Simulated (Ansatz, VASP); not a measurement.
**SnO in VASP and in Ansatz**

File INCAR:

```
SYSTEM = SnO
PREC     = Accurate       ! precision mode
ENCUT    = 600            ! plane-wave cutoff, eV
EDIFF    = 1E-6           ! SCF threshold, eV
ISMEAR   = -1             ! smearing method
SIGMA    = 0.05           ! smearing width, eV
LREAL    = .FALSE.        ! projectors in reciprocal space
LASPH    = .TRUE.         ! aspherical terms in the spheres
NELM     = 80             ! most SCF steps
ALGO     = Normal         ! electronic algorithm
ISIF     = 3              ! what is computed and relaxed
LWAVE    = .FALSE.        ! write WAVECAR
LCHARG   = .FALSE.        ! write CHGCAR
GGA      = PE             ! functional
IBRION   = 2              ! ionic algorithm
NSW      = 60             ! ionic steps
EDIFFG   = -0.01          ! ionic threshold
```

Contents of KPOINTS:

```
regular mesh
0
G
  7 7 6
  0 0 0
```

File POSCAR:

```
SnO
1.0
    3.8136952200      0.0000000000      0.0000000000
    0.0000000000      3.8136952200      0.0000000000
    0.0000000000      0.0000000000      4.8869133000
Sn O
2 2
Direct
    0.5000000000      0.0000000000      0.7646261400
    0.0000000000      0.5000000000      0.2353738600
    0.0000000000      0.0000000000      0.0000000000
    0.5000000000      0.5000000000      0.0000000000
```

File input.yaml:

```yaml
crystal:
  lattice:
    - [3.81369522, 0.0, 0.0]
    - [0.0, 3.81369522, 0.0]
    - [0.0, 0.0, 4.8869133]
  atoms:
    - { symbol: Sn, position: [0.5, 0.0, 0.76462614] }
    - { symbol: Sn, position: [0.0, 0.5, 0.23537386] }
    - { symbol: O, position: [0.0, 0.0, 0.0] }
    - { symbol: O, position: [0.5, 0.5, 0.0] }
hamiltonian:
  xc: pbe
  pseudopotentials: { kind: paw }
kpoints:
  mp_grid: { grid: [7, 7, 6] }
scf:
  occupations: { method: fermi_dirac, width: 0.05 }
output:
  forces: true
  stress: true
relax:
  f_tol: 0.01
  max_steps: 40
  cell: { stress_tol: 0.05 }
```

Alike in both runs: task relaxation of cell and atoms; functional PBE; k mesh 7 × 7 × 6; occupations fermi-dirac, width 0.05 eV; no spin polarisation.

```csv
,VASP,Ansatz
version,VASP 6.6.1,Ansatz 0.2.0
potentials or method,"VASP PAW PBE potentials, release 64 (Sn_d, O)",Ansatz PAW
plane-wave cutoff (eV),600,420
valence electrons in the cell,40,40
```

Ansatz gave:

| Property | Result |
| --- | --- |
| relaxed volume (Å³/atom) | 18.95 |
| relaxed cell length with the largest relative difference (Å) | 5.067 |

Q: Estimate VASP's values.

A: Relaxed volume (Å³/atom): 18.81; relaxed cell length with the largest relative difference (Å): 5.031.

Noted on Ansatz's run: odd divisions of the mesh miss points on the zone boundary, where band edges often lie, so the gap on the mesh can be too wide; the plane-wave basis is chosen anew once the cell has moved, so the energies of steps on either side of that aren't comparable.
